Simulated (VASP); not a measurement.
# CsBr (Pm-3m) in VASP: G0W0 quasiparticle levels with PBE

Aim: the G0W0 quasiparticle levels of CsBr with PBE.

All numbers are computed with VASP 6.6.1; they aren't measurements. Logs are shortened: lines on timing, memory, paths and dates and some standing lists are left out, and cuts for length are marked.

### Step 1. The cell of the first run

The structure is cubic, space group Pm-3m (No. 221). The conventional cell has a = 4.319 Å, b = 4.319 Å, c = 4.319 Å, α = 90.00°, β = 90.00°, γ = 90.00°. Within 4.9 Å of Cs (site symmetry m-3m) lie 8 Br at 3.74 Å and 6 Cs at 4.32 Å. Within 4.9 Å of Br (site symmetry m-3m) lie 8 Cs at 3.74 Å and 6 Br at 4.32 Å.

### Step 2. G0W0 quasiparticle levels, PBE

The input, POSCAR:

```
CsBr
1.0
    4.3193779122      0.0000000000      0.0000000000
    0.0000000000      4.3193779122      0.0000000000
    0.0000000000      0.0000000000      4.3193779122
Cs Br
1 1
Direct
    0.0000000000      0.0000000000      0.0000000000
    0.5000000000      0.5000000000      0.5000000000
```

The input, INCAR.step1:

```
PREC = Accurate
ENCUT = 500
EDIFF = 1E-8
ISMEAR = 0
SIGMA = 0.01
LREAL = False
LASPH = True
NELM = 80
ALGO = Normal
LWAVE = True
LCHARG = False
GGA = PE
```

The input, INCAR.step2:

```
PREC = Accurate
ENCUT = 500
EDIFF = 1E-8
ISMEAR = 0
SIGMA = 0.01
LREAL = False
LASPH = True
NELM = 1
ALGO = Exact
LWAVE = True
LCHARG = False
GGA = PE
NBANDS = 38
LOPTICS = True
ISTART = 1
```

The input, INCAR.step3:

```
PREC = Accurate
ENCUT = 500
EDIFF = 1E-8
ISMEAR = 0
SIGMA = 0.01
LREAL = False
LASPH = True
ALGO = EVGW0
LWAVE = False
LCHARG = False
GGA = PE
NELMGW = 1
NBANDS = 38
ENCUTGW = 60
NOMEGA = 48
PRECFOCK = Fast
ISTART = 1
NBANDSGW = 16
```

The input, KPOINTS:

```
regular mesh
0
Gamma
  2 2 2
```

Potentials or basis: VASP PAW PBE potentials, release 64 (Cs_sv_GW, Br_GW).

On the command line:

```bash
> cat potpaw_PBE.64/Cs_sv_GW/POTCAR potpaw_PBE.64/Br_GW/POTCAR > POTCAR
> cp INCAR.step1 INCAR
> mpirun -np 1 vasp_std > vasp.out
> cp INCAR.step2 INCAR
> mpirun -np 1 vasp_std > vasp.out
> cp INCAR.step3 INCAR
> mpirun -np 1 vasp_std > vasp.out
```

OUTCAR:

```text
PREC = Accurate
   ENCUT = 500
   EDIFF = 1E-8
   ISMEAR = 0
   LREAL = False
   LASPH = True
   GGA = PE
   NELMGW = 1
   ENCUTGW = 60
   PRECFOCK = Fast
   ISTART = 1

 ion  position               nearest neighbor table
   1  0.000  0.000  0.000-
   2  0.500  0.500  0.500-

  LATTYP: Found a simple cubic cell.
 ALAT       =     4.3193779122

  Lattice vectors:

 A1 = (   4.3193779122,   0.0000000000,   0.0000000000)
 A2 = (   0.0000000000,   4.3193779122,   0.0000000000)
 A3 = (   0.0000000000,   0.0000000000,   4.3193779122)

Analysis of symmetry for initial positions (statically):
=====================================================================
 Subroutine PRICEL returns:
 Original cell was already a primitive cell.

 Routine SETGRP: Setting up the symmetry group for a
 simple cubic supercell.

 Subroutine GETGRP returns: Found 48 space group operations
 (whereof 48 operations were pure point group operations)
 out of a pool of 48 trial point group operations.

The static configuration has the point symmetry O_h .

Analysis of symmetry for dynamics (positions and initial velocities):
=====================================================================
 Subroutine PRICEL returns:
 Original cell was already a primitive cell.

 Routine SETGRP: Setting up the symmetry group for a
 simple cubic supercell.

 Subroutine GETGRP returns: Found 48 space group operations
 (whereof 48 operations were pure point group operations)
 out of a pool of 48 trial point group operations.

The dynamic configuration has the point symmetry O_h .

 Subroutine INISYM returns: Found 48 space group operations
 (whereof 48 operations are pure point group operations),
 and found     1 'primitive' translations

----------------------------------------------------------------------------------------

                                     Primitive cell

  volume of cell :      80.5867

  direct lattice vectors                    reciprocal lattice vectors
     4.319377912  0.000000000  0.000000000     0.231514820  0.000000000  0.000000000
     0.000000000  4.319377912  0.000000000     0.000000000  0.231514820  0.000000000
     0.000000000  0.000000000  4.319377912     0.000000000  0.000000000  0.231514820

  length of vectors
     4.319377912  4.319377912  4.319377912     0.231514820  0.231514820  0.231514820

  position of ions in fractional coordinates (direct lattice)
     0.000000000  0.000000000  0.000000000
     0.500000000  0.500000000  0.500000000

  ion indices of the primitive-cell ions
   primitive index   ion index
                 1           1
                 2           2

----------------------------------------------------------------------------------------

 KPOINTS: regular mesh

Automatic generation of k-mesh.
 Grid dimensions read from file:
 generate k-points for:    2    2    2

 Generating k-lattice:

  Cartesian coordinates                     Fractional coordinates (reciprocal lattice)
     0.115757410  0.000000000  0.000000000     0.500000000  0.000000000  0.000000000
     0.000000000  0.115757410  0.000000000     0.000000000  0.500000000  0.000000000
     0.000000000  0.000000000  0.115757410     0.000000000  0.000000000  0.500000000

  Length of vectors
     0.115757410  0.115757410  0.115757410

  Shift w.r.t. Gamma in fractional coordinates (k-lattice)
     0.000000000  0.000000000  0.000000000

 Subroutine IBZKPT returns following result:
 ===========================================

 Found      4 irreducible k-points:

 Following reciprocal coordinates:
            Coordinates               Weight
  0.000000  0.000000  0.000000      1.000000
  0.500000  0.000000  0.000000      3.000000
  0.500000  0.500000  0.000000      3.000000
  0.500000  0.500000  0.500000      1.000000
   k-points           NKPTS =      4   k-points in BZ     NKDIM =      8   number of bands    NBANDS=     38
   number of dos      NEDOS =    301   number of ions     NIONS =      2
   total plane-waves  NPLWV =  32768
   dimension x,y,z NGX =    32 NGY =   32 NGZ =   32
   dimension x,y,z NGXF=    64 NGYF=   64 NGZF=   64
   ions per type =               1   1
   NGX,Y,Z   is equivalent  to a cutoff of  12.32, 12.32, 12.32 a.u.
   NGXF,Y,Z  is equivalent  to a cutoff of  24.63, 24.63, 24.63 a.u.
 SYSTEM =  unknown system
   PREC   = accura    normal or accurate (medium, high low for compatibility)
   ISTART =      1    job   : 0-new  1-cont  2-samecut
   ICHARG =      0    charge: 1-file 2-atom 10-const
   ISPIN  =      1    spin polarized calculation?
   LNONCOLLINEAR =      F non collinear calculations
   LSORBIT =      F    spin-orbit coupling
   LASPH  =      T    aspherical Exc in radial PAW
   ENCUT  =  500.0 eV  36.75 Ry    6.06 a.u.   7.88  7.88  7.88*2*pi/ulx,y,z
   NELM   =     60;   NELMIN=  2; NELMDL=  0     # of ELM steps
   EDIFF  = 0.1E-07   stopping-criterion for ELM
   LREAL  =      F    real-space projection
   EDIFFG = 0.1E-06   stopping-criterion for IOM
   NSW    =      0    number of steps for IOM
   IBRION =     -1    ionic relax: 0-MD 1-quasi-New 2-CG
   NFREE  =      0    steps in history (QN), initial steepest desc. (CG)
   ISIF   =      0    stress and relaxation
   ISYM   =      3    0-nonsym 1-usesym 2-fastsym
   POTIM  = 0.5000    time-step for ionic-motion
   TEBEG  =    0.0;   TEEND  =   0.0 temperature during run
   PSTRESS=    0.0 pullay stress
   NELECT =      16.0000    total number of electrons
   NUPDOWN=      -1.0000    fix difference up-down
   EMIN   =  10.00;   EMAX   =-10.00  energy-range for DOS
   EFERMI =   0.00;   METHOD = LEGACY
   ISMEAR =     0;   SIGMA  =   0.01  broadening in eV -4-tet -1-fermi 0-gaus
   EFERMI_NEDOS =   21; number of points for ismear=-14 and -15
   IALGO  =     38    algorithm
   IMIX   =      4    mixing-type and parameters
     AMIX     =   0.40;   BMIX     =  1.00
     AMIX_MAG =   1.60;   BMIX_MAG =  1.00
  volume/ion in A,a.u.               =      40.29       271.91
  Fermi-wavevector in a.u.,A,eV,Ry     =   0.955052  1.804786 12.410201  0.912124
  Thomas-Fermi vector in A             =   2.083854
   LORBIT       =      0    0 simple, 1 ext, 2 COOP (PROOUT), +10 PAW based schemes
   GGA     = PE    functional components
   LHFCALC =     T    Hartree Fock is set to
   PRECFOCK=fast      Normal, Fast or Accurate (Low or Medium for compatibility)
   ENCUT4O =  -1.0   cutoff for four orbital integrals eV
   NKREDX  =     1    reduce k-point grid by
   NKREDY  =     1    reduce k-point grid by
   NKREDZ  =     1    reduce k-point grid by
   AEXX    =    1.0000 exact exchange contribution
   HFSCREEN=    0.0000 screening length (either q_TF or 0.3 A-1)
   HFSCREENC=   0.0000 screening length for correlation (either q_TF or 0.3 A-1)
   ENCUTFOCK=  -1.0 apply spherical cutoff to Coloumb kernel
   IVDW    =     0    specifies the selected vdW correction
   LEPSILON=     F    determine dielectric tensor
   LRPA    =     F    only Hartree local field effects (RPA)
   LRPAFORCE           =     F    calculate RPA forces
   ENCUTGW             =  60.0    cutoff for response function in eV
   ENCUTGWSOFT         =  48.0    soft cutoff for Coulomb kernel in GW response function in eV
   ENCUTLF             =  -1.0    cutoff for local field effects
   NELMGW              =     1    number of iterations in solving QP/BSE equation
   NELMHF              =     1    number of iterations in the inner HF iteration
   NKREDLFX            =     1    NKREDLFY  =   1   NKREDLFZ  =   1
 non-spin polarized calculation
 Gauss-broadening in eV      SIGMA  =   0.01
  energy-cutoff  :      500.00
  volume of cell :       80.59
 maximum number of plane-waves:      2103
 NGX is ok and might be reduce to    32
  NGX = 18; NGY = 18; NGZ = 18
   NGX = 15   NGY = 15   NGZ = 15
 maximum number of plane-waves:        94
 NGX is ok and might be reduce to    12

 QP shifts <psi_nk| G(iteration)W_0 |psi_nk>: iteration 1
 for sc-GW calculations column KS-energies equals QP-energies in previous step
 and V_xc(KS)=  KS-energies - (<T + V_ion + V_H > + <T+V_H+V_ion>^1  + <V_x>^1)

 k-point   1 :       0.0000    0.0000    0.0000
  band No.  KS-energies  QP-energies   sigma(KS)   V_xc(KS)     V^pw_x(r,r')   Z            occupation Imag(sigma)

      1     -19.4405     -20.0562     -15.1905     -14.2934     -22.7721       0.6863       2.0000       1.4036
      2     -11.8614     -12.5790     -14.9434     -13.9668     -22.1404       0.7349       2.0000       1.3521
      3      -6.0470      -7.3921     -14.6703     -12.9682     -17.6162       0.7903       2.0000       0.1486
      4      -6.0470      -7.3921     -14.6703     -12.9682     -17.6162       0.7903       2.0000       0.1486
      5      -6.0470      -7.3921     -14.6703     -12.9682     -17.6162       0.7903       2.0000       0.1486
      6       0.4458      -0.4437     -13.7406     -12.6012     -16.6438       0.7807       2.0000       0.0874
[... 8 lines left out ...]
     15      12.4329      14.0777      -6.2600      -8.2867      -3.2600       0.8116       0.0000      -0.1635
     16      12.4329      14.0777      -6.2600      -8.2867      -3.2600       0.8116       0.0000      -0.1635

 k-point   2 :       0.5000    0.0000    0.0000
  band No.  KS-energies  QP-energies   sigma(KS)   V_xc(KS)     V^pw_x(r,r')   Z            occupation Imag(sigma)

      1     -19.3921     -20.0200     -15.2428     -14.3497     -22.7997       0.7031       2.0000       1.3854
      2     -11.8753     -12.5880     -14.8922     -13.9030     -22.0877       0.7205       2.0000       1.3235
      3      -6.4101      -7.7687     -14.3920     -12.6687     -17.3178       0.7884       2.0000       0.1593
      4      -5.9506      -7.2796     -14.7601     -13.0914     -17.6738       0.7965       2.0000       0.1444
      5      -5.9506      -7.2796     -14.7601     -13.0914     -17.6738       0.7965       2.0000       0.1444
      6      -0.8349      -1.9798     -12.4449     -11.0119     -15.1687       0.7989       2.0000       0.0862
[... 8 lines left out ...]
     15      10.1206      12.0049      -7.3517      -9.7293      -4.2064       0.7925       0.0000      -0.1186
     16      11.0206      12.5764      -6.2310      -8.1582      -3.1397       0.8073       0.0000      -0.1178

 k-point   3 :       0.5000    0.5000    0.0000
  band No.  KS-energies  QP-energies   sigma(KS)   V_xc(KS)     V^pw_x(r,r')   Z            occupation Imag(sigma)

      1     -19.3502     -19.9902     -15.2882     -14.3958     -22.8242       0.7171       2.0000       1.3884
      2     -11.7623     -12.4225     -14.9932     -14.0688     -22.2172       0.7143       2.0000       1.3041
      3      -6.5952      -8.0240     -14.1723     -12.3421     -17.1600       0.7807       2.0000       0.1641
      4      -6.5952      -8.0240     -14.1723     -12.3421     -17.1600       0.7807       2.0000       0.1641
      5      -5.8899      -7.2168     -14.8263     -13.1666     -17.7325       0.7995       2.0000       0.1360
      6      -0.1234      -1.0931     -13.3595     -12.1167     -16.1833       0.7803       2.0000       0.0914
[... 8 lines left out ...]
     15      11.4027      13.5897      -7.5272     -10.2864      -4.4094       0.7926       0.0000      -0.1394
     16      11.6891      13.6434      -7.0271      -9.4603      -3.8890       0.8032       0.0000      -0.1473

 k-point   4 :       0.5000    0.5000    0.5000
  band No.  KS-energies  QP-energies   sigma(KS)   V_xc(KS)     V^pw_x(r,r')   Z            occupation Imag(sigma)

      1     -19.3107     -19.9501     -15.3314     -14.4381     -22.8480       0.7158       2.0000       1.3977
      2     -11.6895     -12.3181     -15.0628     -14.1593     -22.2751       0.6958       2.0000       1.2642
      3      -6.4287      -7.8229     -14.3370     -12.5726     -17.2479       0.7902       2.0000       0.1483
      4      -6.4287      -7.8229     -14.3370     -12.5726     -17.2479       0.7902       2.0000       0.1483
      5      -6.4287      -7.8229     -14.3370     -12.5726     -17.2479       0.7902       2.0000       0.1483
      6      -0.6790      -1.7856     -12.6296     -11.2157     -15.4141       0.7827       2.0000       0.0896
[... 8 lines left out ...]
     15      11.5959      13.8728      -7.6417     -10.4953      -4.5226       0.7979       0.0000      -0.1539
     16      11.5959      13.8728      -7.6417     -10.4953      -4.5226       0.7979       0.0000      -0.1539
```

It took 2.6 min on 1 thread of Intel Xeon 8259CL, shared host; peak memory 0.74 GiB.

Results:

| Quantity | Value |
| --- | --- |
| Quasiparticle gap | 6.20 eV |
| Least direct quasiparticle gap | 6.20 eV |
| Band gap of the starting levels on the mesh | 4.38 eV |
| Least direct gap of the starting levels on the mesh | 4.39 eV |

Caveat: the k points lie up to 0.73 Å⁻¹ apart; bands, screening cutoff and mesh are small and nothing is extrapolated, so the quasiparticle values aren't converged; spin-orbit coupling is left out, which moves the levels of the heavy elements.
